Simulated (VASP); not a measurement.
Crystal: AlRu.

```
CELL_PARAMETERS angstrom
2.99160 0.00000 0.00000
0.00000 2.99160 0.00000
0.00000 0.00000 2.99160
ATOMIC_POSITIONS crystal
Al 0.00000 0.00000 0.00000
Ru 0.50000 0.50000 0.50000
```

- Program: VASP 6.6.1
- Task: relaxation of cell and atoms
- Functional: PBEsol
- Potentials or basis: VASP PAW PBE potentials, release 64 (Al, Ru_pv)
- Cutoff: 600 eV
- k mesh: 14 × 14 × 14
- Occupations: gaussian, width 0.1 eV
- Spin: no spin polarisation

At the start: pressure -3.1 GPa; volume 13.39 Å³/atom.

Problem. Where does the relaxation end?

Solution. Over 8 steps the energy falls by 2.1 meV/atom and the volume is 13.19 Å³/atom (-1.5 %); space group Pm-3m (No. 221, to 0.05 Å).

The path:
```csv
step,energy change (eV),largest force (eV/Å),pressure (GPa),volume (Å³)
1,0.0000,0.0000,-3.14,26.77
2,0.0058,0.0000,5.32,25.77
3,-0.0041,0.0000,0.18,26.37
4,-0.0041,0.0000,-0.16,26.40
5,-0.0041,0.0000,-0.16,26.39
6,-0.0041,0.0000,-0.09,26.38
7,-0.0041,0.0000,-0.07,26.38
8,-0.0041,0.0000,-0.04,26.38
```

Final structure:
```
CELL_PARAMETERS angstrom
2.97684 0.00000 0.00000
0.00000 2.97684 0.00000
0.00000 0.00000 2.97684
ATOMIC_POSITIONS crystal
Al 0.00000 0.00000 0.00000
Ru 0.50000 0.50000 0.50000
```

Caveat: the PAW data sets were made with another functional, which shifts forces and pressure a little.
